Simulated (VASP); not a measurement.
A run of VASP 6.6.1:

The input POSCAR:

```
Al2Pt
1.0
    0.0000000000      2.9550000000      2.9550000000
    2.9550000000      0.0000000000      2.9550000000
    2.9550000000      2.9550000000      0.0000000000
Al Pt
2 1
Direct
    0.2777769882      0.1881238579      0.2749698816
    0.7689003384      0.7073470389      0.7793876481
   -0.0064558376      0.0144571912     -0.0075181049
```

The input INCAR.step1:

```
SYSTEM = Al2Pt
PREC     = Accurate       ! precision mode
ENCUT    = 520            ! plane-wave cutoff, eV
ISMEAR   = -1             ! smearing method
SIGMA    = 0.08           ! smearing width, eV
LREAL    = .False.        ! projectors in reciprocal space
LASPH    = .True.         ! aspherical terms in the spheres
NELM     = 80             ! most SCF steps
NBANDS   = 15             ! bands
GGA      = PE             ! functional
ALGO     = Normal         ! electronic algorithm
EDIFF    = 1E-4           ! SCF threshold, eV
LWAVE    = .True.         ! write WAVECAR
LCHARG   = .False.        ! write CHGCAR
```

File INCAR.step2:

```
SYSTEM = Al2Pt
PREC     = Accurate       ! precision mode
ENCUT    = 520            ! plane-wave cutoff, eV
EDIFF    = 1E-6           ! SCF threshold, eV
ISMEAR   = -1             ! smearing method
SIGMA    = 0.08           ! smearing width, eV
LREAL    = .False.        ! projectors in reciprocal space
LASPH    = .True.         ! aspherical terms in the spheres
NELM     = 80             ! most SCF steps
ALGO     = Normal         ! electronic algorithm
ISIF     = 2              ! what is computed and relaxed
LWAVE    = .False.        ! write WAVECAR
LCHARG   = .False.        ! write CHGCAR
METAGGA  = R2SCAN         ! meta-GGA
LMIXTAU  = .True.       
NBANDS   = 15             ! bands
ISTART   = 1
```

KPOINTS

```
Automatic mesh
0
Gamma
  6 6 6
  0 0 0
```

Potentials or basis: VASP PAW PBE potentials, release 64 (Al, Pt).

Launch:

```bash
$ cat potpaw_PBE.64/Al/POTCAR potpaw_PBE.64/Pt/POTCAR > POTCAR
$ cp INCAR.step1 INCAR
$ mpirun -np 1 vasp_std > vasp.out
$ cp INCAR.step2 INCAR
$ mpirun -np 1 vasp_std > vasp.out
```

Hardware: 1 thread of Intel(R) Xeon(R) Platinum 8375C CPU @ 2.90GHz (Ice Lake), on a shared host.

Problem. How long does it take, and how much memory?

Solution. Wall time 2.8 min on 1 thread of Intel(R) Xeon(R) Platinum 8375C CPU @ 2.90GHz (Ice Lake), on a shared host, peak memory 0.24 GiB. Counts: k points 112.
